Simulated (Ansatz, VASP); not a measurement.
Two plane-wave programs on Cd4C

```
Cd C
1.0
    -2.95920    2.95920    2.95920
     2.95920   -2.95920    2.95920
     2.95920    2.95920   -2.95920
Cd C
4 1
Direct
  0.50000 0.50000 0.50000
  0.50000 0.00000 0.00000
  0.00000 0.00000 0.50000
  0.00000 0.50000 0.00000
  0.00000 0.00000 0.00000
```

Change from the starting cell: species swapped into the Hg4Pt type (Im-3m, No. 229).

Alike in both runs: task relaxation of cell and atoms; functional PBE; k mesh 10 × 10 × 10; occupations gaussian, width 0.1 eV; no spin polarisation.

|  | VASP | Ansatz |
| --- | --- | --- |
| version | VASP 6.6.1 | Ansatz 0.2.0 |
| potentials or method | VASP PAW PBE potentials, release 64 (Cd, C), cutoff 600 eV | scalar-relativistic, plane waves, PAW |
| valence electrons in the cell | 52 | 84 |

```csv
,VASP,Ansatz,Ansatz less VASP
"gap on the k mesh at the Fermi level, each at its own relaxed structure (eV)",none,none,-
relaxed volume (Å³/atom),21.25,21.11,-0.139
relaxed cell length with the largest relative difference (Å),5.168,5.157,-0.0113
```

A gap of «none» marks a metal or a gap that the smearing closes. VASP's potentials hold 52 valence electrons a cell and Ansatz's 84, so a difference there can come from the potentials and not from the codes.
